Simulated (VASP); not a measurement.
# Y (Im-3m) in VASP: further runs

The runs below take Y through single point, relaxation of cell and atoms, with r2SCAN.

Program: VASP 6.6.1. These are calculated values, not measurements. Logs are shortened: lines on timing, memory, paths and dates and some standing lists are left out, and cuts for length are marked.

### Step 1. The cell of the first run

The structure is cubic, space group Im-3m (No. 229). Conventional cell: a = 4.066 Å, b = 4.066 Å, c = 4.066 Å, α = 90.00°, β = 90.00°, γ = 90.00°. Within 4.6 Å of Y (site symmetry m-3m) lie 14 Y at 3.52 to 4.07 Å.

### Step 2. Single point, r2SCAN

POSCAR reads:

```
Y
1.0
   -2.0329380338      2.0329380338      2.0329380338
    2.0329380338     -2.0329380338      2.0329380338
    2.0329380338      2.0329380338     -2.0329380338
Y
1
Direct
    0.0000000000      0.0000000000      0.0000000000
```

INCAR.step1 reads:

```
ALGO = Normal
EDIFF = 1E-4
ENCUT = 520
GGA = PE
ISMEAR = 0
LASPH = True
LCHARG = False
LREAL = False
LWAVE = True
NBANDS = 12
NELM = 100
PREC = Accurate
SIGMA = 0.1
```

INCAR.step2 reads:

```
ALGO = Normal
EDIFF = 1E-6
ENCUT = 520
ISIF = 2
ISMEAR = 0
ISTART = 1
LASPH = True
LCHARG = False
LMIXTAU = True
LREAL = False
LWAVE = False
METAGGA = R2SCAN
NBANDS = 12
NELM = 100
PREC = Accurate
SIGMA = 0.1
```

KPOINTS reads:

```
k-points
0
Gamma
  14 14 14
```

Potentials or basis: VASP PAW PBE potentials, release 64 (Y_sv).

Launch:

```console
$ cat potpaw_PBE.64/Y_sv/POTCAR > POTCAR
$ cp INCAR.step1 INCAR
$ mpirun -np 1 vasp_std > vasp.out
$ cp INCAR.step2 INCAR
$ mpirun -np 1 vasp_std > vasp.out
```

OUTCAR:

```text
EDIFF = 1E-6
   ENCUT = 520
   ISIF = 2
   ISMEAR = 0
   ISTART = 1
   LASPH = True
   LREAL = False
   METAGGA = R2SCAN
   NELM = 100
   PREC = Accurate

 ion  position               nearest neighbor table
   1  0.000  0.000  0.000-

  LATTYP: Found a body centered cubic cell.
 ALAT       =     4.0658760676

  Lattice vectors:

 A1 = (  -2.0329380338,   2.0329380338,   2.0329380338)
 A2 = (   2.0329380338,  -2.0329380338,   2.0329380338)
 A3 = (   2.0329380338,   2.0329380338,  -2.0329380338)

Analysis of symmetry for initial positions (statically):
=====================================================================
 Subroutine PRICEL returns:
 Original cell was already a primitive cell.

 Routine SETGRP: Setting up the symmetry group for a
 body centered cubic supercell.

 Subroutine GETGRP returns: Found 48 space group operations
 (whereof 48 operations were pure point group operations)
 out of a pool of 48 trial point group operations.

The static configuration has the point symmetry O_h .

Analysis of symmetry for dynamics (positions and initial velocities):
=====================================================================
 Subroutine PRICEL returns:
 Original cell was already a primitive cell.

 Routine SETGRP: Setting up the symmetry group for a
 body centered cubic supercell.

 Subroutine GETGRP returns: Found 48 space group operations
 (whereof 48 operations were pure point group operations)
 out of a pool of 48 trial point group operations.

The dynamic configuration has the point symmetry O_h .

 Subroutine INISYM returns: Found 48 space group operations
 (whereof 48 operations are pure point group operations),
 and found     1 'primitive' translations

----------------------------------------------------------------------------------------

                                     Primitive cell

  volume of cell :      33.6072

  direct lattice vectors                    reciprocal lattice vectors
    -2.032938034  2.032938034  2.032938034     0.000000000  0.245949454  0.245949454
     2.032938034 -2.032938034  2.032938034     0.245949454  0.000000000  0.245949454
     2.032938034  2.032938034 -2.032938034     0.245949454  0.245949454  0.000000000

  length of vectors
     3.521151963  3.521151963  3.521151963     0.347825054  0.347825054  0.347825054

  position of ions in fractional coordinates (direct lattice)
     0.000000000  0.000000000  0.000000000

  ion indices of the primitive-cell ions
   primitive index   ion index
                 1           1

----------------------------------------------------------------------------------------

 KPOINTS: k-points

Automatic generation of k-mesh.
 Grid dimensions read from file:
 generate k-points for:   14   14   14

 Generating k-lattice:

  Cartesian coordinates                     Fractional coordinates (reciprocal lattice)
     0.000000000  0.017567818  0.017567818     0.071428571  0.000000000  0.000000000
     0.017567818  0.000000000  0.017567818     0.000000000  0.071428571  0.000000000
     0.017567818  0.017567818  0.000000000     0.000000000  0.000000000  0.071428571

  Length of vectors
     0.024844647  0.024844647  0.024844647

  Shift w.r.t. Gamma in fractional coordinates (k-lattice)
     0.000000000  0.000000000  0.000000000

 Subroutine IBZKPT returns following result:
 ===========================================

 Found    104 irreducible k-points:

 Following reciprocal coordinates:
            Coordinates               Weight
  0.000000  0.000000  0.000000      1.000000
  0.071429  0.000000  0.000000     12.000000
  0.142857  0.000000  0.000000     12.000000
  0.214286  0.000000  0.000000     12.000000
  0.285714  0.000000  0.000000     12.000000
  0.357143  0.000000  0.000000     12.000000
[... 16 lines left out ...]
  0.285714  0.285714  0.000000     24.000000
  0.357143  0.285714 -0.000000     24.000000
 [... further k-points ...]
   k-points           NKPTS =    104   k-points in BZ     NKDIM =    104   number of bands    NBANDS=     12
   number of dos      NEDOS =    301   number of ions     NIONS =      1
   total plane-waves  NPLWV =  21952
   dimension x,y,z NGX =    28 NGY =   28 NGZ =   28
   dimension x,y,z NGXF=    56 NGYF=   56 NGZF=   56
   ions per type =               1
   NGX,Y,Z   is equivalent  to a cutoff of  13.22, 13.22, 13.22 a.u.
   NGXF,Y,Z  is equivalent  to a cutoff of  26.44, 26.44, 26.44 a.u.
 SYSTEM =  unknown system
   PREC   = accura    normal or accurate (medium, high low for compatibility)
   ISTART =      1    job   : 0-new  1-cont  2-samecut
   ICHARG =      0    charge: 1-file 2-atom 10-const
   ISPIN  =      1    spin polarized calculation?
   LNONCOLLINEAR =      F non collinear calculations
   LSORBIT =      F    spin-orbit coupling
   LASPH  =      T    aspherical Exc in radial PAW
   ENCUT  =  520.0 eV  38.22 Ry    6.18 a.u.   6.55  6.55  6.55*2*pi/ulx,y,z
   NELM   =    100;   NELMIN=  2; NELMDL=  0     # of ELM steps
   EDIFF  = 0.1E-05   stopping-criterion for ELM
   LREAL  =      F    real-space projection
   EDIFFG = 0.1E-04   stopping-criterion for IOM
   NSW    =      0    number of steps for IOM
   IBRION =     -1    ionic relax: 0-MD 1-quasi-New 2-CG
   NFREE  =      0    steps in history (QN), initial steepest desc. (CG)
   ISIF   =      2    stress and relaxation
   ISYM   =      2    0-nonsym 1-usesym 2-fastsym
   POTIM  = 0.5000    time-step for ionic-motion
   TEBEG  =    0.0;   TEEND  =   0.0 temperature during run
   PSTRESS=    0.0 pullay stress
   NELECT =      11.0000    total number of electrons
   NUPDOWN=      -1.0000    fix difference up-down
   EMIN   =  10.00;   EMAX   =-10.00  energy-range for DOS
   EFERMI =   0.00;   METHOD = LEGACY
   ISMEAR =     0;   SIGMA  =   0.10  broadening in eV -4-tet -1-fermi 0-gaus
   EFERMI_NEDOS =   21; number of points for ismear=-14 and -15
   IALGO  =     38    algorithm
   IMIX   =      4    mixing-type and parameters
     AMIX     =   0.40;   BMIX     =  1.00
     AMIX_MAG =   1.60;   BMIX_MAG =  1.00
  volume/ion in A,a.u.               =      33.61       226.79
  Fermi-wavevector in a.u.,A,eV,Ry     =   1.128223  2.132032 17.318679  1.272887
  Thomas-Fermi vector in A             =   2.264912
   LORBIT       =      0    0 simple, 1 ext, 2 COOP (PROOUT), +10 PAW based schemes
   METAGGA = R2SCAN    functional components
   LHFCALC =     F    Hartree Fock is set to
   AEXX    =    0.0000 exact exchange contribution
   IVDW    =     0    specifies the selected vdW correction
   LEPSILON=     F    determine dielectric tensor
   LRPA    =     F    only Hartree local field effects (RPA)
 non-spin polarized calculation
 Gauss-broadening in eV      SIGMA  =   0.10
  energy-cutoff  :      520.00
  volume of cell :       33.61
 maximum number of plane-waves:       935
 NGX is ok and might be reduce to    28
   NGX = 13   NGY = 13   NGZ = 13

 number of electron      11.0000000 magnetization

 Free energy of the ion-electron system (eV)
  ---------------------------------------------------
  ext. energy  EPLUGINS =         0.00000000
  ---------------------------------------------------
  free energy    TOTEN  =       -20.17930672 eV

  energy without entropy =      -20.16830020  energy(sigma->0) =      -20.17380346

 E-fermi :   3.0798     XC(G=0):  -9.9646

 val. band max:        3.0685451323   @ k =   0.3571   0.1429   0.1429
 cond. band min:       3.0849881142   @ k =   0.2857   0.1429   0.1429
 fundamental gap:      0.0164429818
 Fermi energy:         3.0797810280

 k-point     1 :       0.0000    0.0000    0.0000
  band No.  band energies     occupation
      1     -41.3786      2.00000
      2     -20.4270      2.00000
      3     -20.4270      2.00000
      4     -20.4270      2.00000
      5      -1.9301      2.00000
      6       5.0335      0.00000
      7       5.0335      0.00000
      8       5.0335      0.00000
      9       6.8366      0.00000
     10       6.8366      0.00000
     11      13.6830      0.00000
     12      13.6830      0.00000

 k-point     2 :       0.0714    0.0000    0.0000
  band No.  band energies     occupation
      1     -41.3754      2.00000
      2     -20.4545      2.00000
      3     -20.4354      2.00000
      4     -20.4272      2.00000
      5      -1.7957      2.00000
      6       4.9285      0.00000
      7       4.9785      0.00000
      8       5.1609      0.00000
      9       6.6806      0.00000
     10       6.8330      0.00000
     11      13.8080      0.00000
     12      13.9459      0.00000

 k-point     3 :       0.1429    0.0000    0.0000
  band No.  band energies     occupation
      1     -41.3664      2.00000
      2     -20.5304      2.00000
      3     -20.4586      2.00000
      4     -20.4277      2.00000
      5      -1.4079      2.00000
      6       4.6566      0.00000
      7       4.7343      0.00000
      8       5.5372      0.00000
      9       6.4572      0.00000
     10       6.8381      0.00000
     11      14.0425      0.00000
     12      14.6867      0.00000
[... 286 lines left out ...]
 k-point    23 :       0.2857    0.2857    0.0000
  band No.  band energies     occupation
      1     -41.3078      2.00000
      2     -20.8471      2.00000
      3     -20.7057      2.00000
      4     -20.4883      2.00000
      5       2.1074      2.00000
      6       2.8203      1.99976
      7       3.2845      0.00379
      8       6.8542      0.00000
      9       7.3191      0.00000
     10      10.0085      0.00000
     11      10.2118      0.00000
     12      12.2498      0.00000

 k-point    24 :       0.3571    0.2857   -0.0000
  band No.  band energies     occupation
      1     -41.3058      2.00000
      2     -20.8265      2.00000
      3     -20.7450      2.00000
      4     -20.4910      2.00000
      5       2.3843      2.00000
      6       2.9217      1.97459
      7       2.9798      1.84268
      8       6.9903      0.00000
      9       7.3107      0.00000
     10       9.7447      0.00000
     11      10.6592      0.00000
     12      11.6716      0.00000

 [... further k-points ...]
[... 5 lines left out ...]
  --------------------------------------------------------------------------------------
  -------------------------------------------------------------------------------------
  Total        0.0196161      0.0196161      0.0196161      0.0000000      0.0000000      0.0000000
  in kB        0.9351690      0.9351690      0.9351690      0.0000000      0.0000000      0.0000000
  external PRESSURE =       0.9351690 kB  Pullay stress =       0.0000000 kB

 VOLUME and BASIS-vectors are now :
 -----------------------------------------------------------------------------
  energy-cutoff  :      520.00
  volume of cell :       33.61
      direct lattice vectors                 reciprocal lattice vectors
    -2.032938034  2.032938034  2.032938034     0.000000000  0.245949454  0.245949454
     2.032938034 -2.032938034  2.032938034     0.245949454  0.000000000  0.245949454
     2.032938034  2.032938034 -2.032938034     0.245949454  0.245949454  0.000000000

 POSITION                                       TOTAL-FORCE (eV/Angst)
 -----------------------------------------------------------------------------------
      0.00000      0.00000      0.00000        -0.000000      0.000000     -0.000000
 -----------------------------------------------------------------------------------
    total drift:                               -0.000000     -0.000000     -0.000000

  FREE ENERGIE OF THE ION-ELECTRON SYSTEM (eV)
  ---------------------------------------------------
  free  energy   TOTEN  =       -20.1793067172 eV

  energy  without entropy=      -20.1683001992  energy(sigma->0) =      -20.17380346
```

Run time: 76 s. Hardware: 1 thread of Intel Xeon 6975P-C (Granite Rapids), shared host; peak memory 0.2 GiB.

What came out:

```
Free energy : -20.1793 eV
Pressure    : 0.1 GPa
```

Levels at points of the mesh, in eV from the Fermi level:
| k point | band 2 | band 3 | band 4 | band 5 | band 6 | band 7 | band 8 | band 9 |
| --- | --- | --- | --- | --- | --- | --- | --- | --- |
| (0.00, 0.00, 0.00) | -23.51 | -23.51 | -23.51 | -5.01 | 1.95 | 1.95 | 1.95 | 3.76 |
| (0.50, 0.00, 0.00) | -24.03 | -23.67 | -23.51 | -1.99 | 0.38 | 0.52 | 3.75 | 4.36 |
| (0.50, 0.50, 0.50) | -23.87 | -23.87 | -23.87 | -1.53 | -1.53 | 5.51 | 5.51 | 5.51 |

Caveat: the PAW data sets were made with another functional, which shifts forces and pressure a little.

### Step 3. Relaxation of cell and atoms, r2SCAN

This run uses another cell than the first one, of 36.93 Å³/atom, 1.099 times its volume.

POSCAR reads:

```
Y
1.0
   -2.0978409962      2.0978409962      2.0978409962
    2.0978409962     -2.0978409962      2.0978409962
    2.0978409962      2.0978409962     -2.0978409962
Y
1
Direct
    0.0000000000      0.0000000000      0.0000000000
```

INCAR.step1 reads:

```
PREC = Accurate
ENCUT = 600
ISMEAR = 0
SIGMA = 0.1
LREAL = F
LASPH = T
NELM = 100
GGA = PE
ALGO = Normal
EDIFF = 1E-4
LWAVE = T
LCHARG = F
```

INCAR.step2 reads:

```
PREC = Accurate
ENCUT = 600
EDIFF = 1E-6
ISMEAR = 0
SIGMA = 0.1
LREAL = F
LASPH = T
NELM = 100
ALGO = Normal
ISIF = 3
LWAVE = F
LCHARG = F
METAGGA = R2SCAN
LMIXTAU = T
IBRION = 2
NSW = 100
EDIFFG = -0.01
ISTART = 1
```

KPOINTS reads:

```
Automatic mesh
0
Gamma
  14 14 14
```

Potentials or basis: VASP PAW PBE potentials, release 64 (Y_sv).

Launch:

```console
$ cat potpaw_PBE.64/Y_sv/POTCAR > POTCAR
$ cp INCAR.step1 INCAR
$ mpirun -np 1 vasp_std > vasp.out
$ cp INCAR.step2 INCAR
$ mpirun -np 1 vasp_std > vasp.out
```

Wall time 3.8 min (1 thread of Intel Xeon 6975P-C (Granite Rapids), shared host); peak memory 0.23 GiB.

The run converged. Its results:

```yaml
Free_energy: -20.1798 eV
Relaxed_volume: 33.67 Å³/atom
Relaxed_cell: a = 3.523 Å, b = 3.523 Å, c = 3.523 Å, α = 109.47°, β = 109.47°, γ = 109.47°
Space_group_after_relaxing_to_0.05_Å: Im-3m (No. 229)
Energy_gained_by_relaxing: 34.1 meV/atom
Ionic_steps: 3
Pressure_after_relaxing: 0.0 GPa
```

The path:
```tsv
step	energy change (eV)	largest force (eV/Å)	pressure (GPa)	volume (Å³)
1	0.0000	0.0000	-3.13	36.93
2	-0.0334	0.0000	0.58	33.21
3	-0.0341	0.0000	0.03	33.67
```

Final structure:
```xyz
1
Lattice="-2.0342 2.0342 2.0342 2.0342 -2.0342 2.0342 2.0342 2.0342 -2.0342" Properties=species:S:1:pos:R:3 pbc="T T T"
Y     0.0000    0.0000    0.0000
```

Levels at points of the mesh, in eV from the Fermi level:
```
           k point  band 1  band 2  band 3  band 4  band 5  band 6  band 7  band 8  band 9
(0.00, 0.00, 0.00)  -44.46  -23.51  -23.51  -23.51   -5.01    1.95    1.95    1.95    3.75
(0.50, 0.00, 0.00)  -44.40  -24.03  -23.68  -23.52   -1.99    0.38    0.51    3.74    4.35
(0.50, 0.50, 0.50)  -44.35  -23.87  -23.87  -23.87   -1.53   -1.53    5.50    5.50    5.50
```

Caveat: the PAW data sets were made with another functional, which shifts forces and pressure a little.

[end of part 1 of 2]
